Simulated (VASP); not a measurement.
The system is CaO.

```
Ca O
1.0
     0.00000    2.40356    2.40356
     2.40356    0.00000    2.40356
     2.40356    2.40356    0.00000
Ca O
1 1
Cartesian
  0.0000 0.0000 0.0000
  2.4036 2.4036 2.4036
```

| Property | Result |
| --- | --- |
| Program | VASP 6.6.1 |
| Task | relaxation of cell and atoms |
| Functional | RPBE |
| Dispersion | D3(BJ) |
| Potentials or basis | VASP PAW PBE potentials, release 64 (Ca_sv, O) |
| Cutoff | 600 eV |
| k mesh | 10 × 10 × 10 |
| Occupations | fermi-dirac, width 0.05 eV |
| Spin | no spin polarisation |

At the start: pressure -16.8 GPa; volume 13.89 Å³/atom.

**Question.** How do energy, volume and symmetry change on relaxing?

**Answer.** Over 3 steps the energy falls by 108.5 meV/atom and the volume is 12.08 Å³/atom (-13.0 %); space group Fm-3m (No. 225, to 0.1 Å) before and after.

The path:
| step | energy change (eV) | largest force (eV/Å) | pressure (GPa) | volume (Å³) |
| --- | --- | --- | --- | --- |
| 1 | 0.0000 | 0.0000 | -16.84 | 27.77 |
| 2 | -0.1340 | 0.0000 | 15.54 | 22.31 |
| 3 | -0.2169 | 0.0000 | -0.12 | 24.16 |

Final structure:
```xyz
2
Lattice="0.0000 2.2946 2.2946 2.2946 0.0000 2.2946 2.2946 2.2946 0.0000" Properties=species:S:1:pos:R:3 pbc="T T T"
Ca    0.0000    0.0000    0.0000
O     2.2946    2.2946    2.2946
```

Caveat: the PAW data sets were made with another functional, which shifts forces and pressure a little.
